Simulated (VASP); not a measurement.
Input of a VASP 6.6.1 run:

Contents of INCAR:

```
ALGO = Normal
EDIFF = 1E-6
ENCUT = 520
GGA = PE
ISIF = 2
ISMEAR = -1
LASPH = True
LCHARG = False
LREAL = False
LWAVE = False
NBANDS = 34
NELM = 100
PREC = Accurate
SIGMA = 1.0
```

File KPOINTS:

```
k-points
0
Gamma
  8 8 7
```

POSCAR

```
Ga
1.0
    2.3107968683     -3.8729233244      0.0000000000
    2.3107968683      3.8729233244      0.0000000000
    0.0000000000      0.0000000000      4.5463111460
Ga
4
Direct
    0.8442122196      0.1557877804      0.0839449706
    0.6557877804      0.3442122196      0.5839449706
    0.1557877804      0.8442122196      0.9160550294
    0.3442122196      0.6557877804      0.4160550294
```

Potentials or basis: VASP PAW PBE potentials, release 64 (Ga_d).

The run is started by

```bash
$ cat potpaw_PBE.64/Ga_d/POTCAR > POTCAR
$ mpirun -np 1 vasp_std > vasp.out
```

Question: What does it give for the band gap on the k mesh?

Answer: Zero (band 26 reaches 4.92 eV, above the bottom of band 27 at 4.03 eV).

Question: Predict the largest force.

Answer: 0.059 eV/Å.

Question: What does it give for the pressure?

Answer: 5.1 GPa.

Forces on the atoms (eV/Å):
```
Ga   0.000  0.015  0.057
Ga   0.000 -0.015  0.057
Ga   0.000 -0.015 -0.057
Ga   0.000  0.015 -0.057
```
